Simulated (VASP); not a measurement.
Input of a VASP 6.6.1 run:

Contents of INCAR:

```
PREC = Accurate
ENCUT = 600
EDIFF = 1E-6
ISMEAR = -1
SIGMA = 0.05
LREAL = F
LASPH = T
NELM = 60
ALGO = Normal
ISIF = 3
LWAVE = F
LCHARG = F
GGA = PE
IBRION = 2
NSW = 60
EDIFFG = -0.005
```

File KPOINTS:

```
regular mesh
0
Gamma
  17 17 17
```

The input POSCAR:

```
As
1.0
    0.0000000000      2.1179117921      2.1179117921
    2.1179117921      0.0000000000      2.1179117921
    2.1179117921      2.1179117921      0.0000000000
As
1
Direct
    0.0000000000      0.0000000000      0.0000000000
```

Potentials or basis: VASP PAW PBE potentials, release 64 (As).

The run is started by

```console
$ cat potpaw_PBE.64/As/POTCAR > POTCAR
$ mpirun -np 1 vasp_std > vasp.out
```

Q: What does it give for the relaxed volume?

A: 19.35 Å³/atom.

Q: What does it give for the relaxed cell?

A: a = 3.013 Å, b = 3.013 Å, c = 3.013 Å, α = 60.00°, β = 60.00°, γ = 60.00°.

Q: Predict the space group after relaxing (to 0.05 Å).

A: Fm-3m (No. 225).

Final structure:
```
As
1.0
     0.00000    2.13082    2.13082
     2.13082    0.00000    2.13082
     2.13082    2.13082    0.00000
As
1
Direct
  0.00000 0.00000 0.00000
```
